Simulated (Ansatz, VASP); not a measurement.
## Li2S: VASP beside Ansatz

```xyz
3
Lattice="0.0000 2.8540 2.8540 2.8540 0.0000 2.8540 2.8540 2.8540 0.0000" Properties=species:S:1:pos:R:3 pbc="T T T"
Li    1.4270    1.4270    1.4270
Li    4.2810    4.2810    4.2810
S     0.0000    0.0000    0.0000
```

Alike in both runs: task single point; functional HSE06; k mesh 4 × 4 × 4; occupations gaussian, width 0.05 eV; no spin polarisation.

|  | VASP | Ansatz |
| --- | --- | --- |
| version | VASP 6.6.1 | Ansatz 0.2.0 |
| potentials or method | VASP PAW PBE potentials, release 64 (Li_sv, S), cutoff 650 eV | scalar-relativistic, plane waves, PAW |
| valence electrons in the cell | 12 | 12 |

```csv
,VASP,Ansatz,Ansatz less VASP
gap on the k mesh at the Fermi level (eV),4.34,4.34,+0.005
least direct gap on the mesh (eV),5.30,5.30,-0.003
pressure (GPa),-0.9,-0.7,+0.19
```

With one functional, cell and mesh, what is left measures potentials, basis and numerics. Ansatz's warnings: stress exchange threshold loose, stress scf threshold loose.

The k mesh is coarse, so the values compare programs but aren't converged.
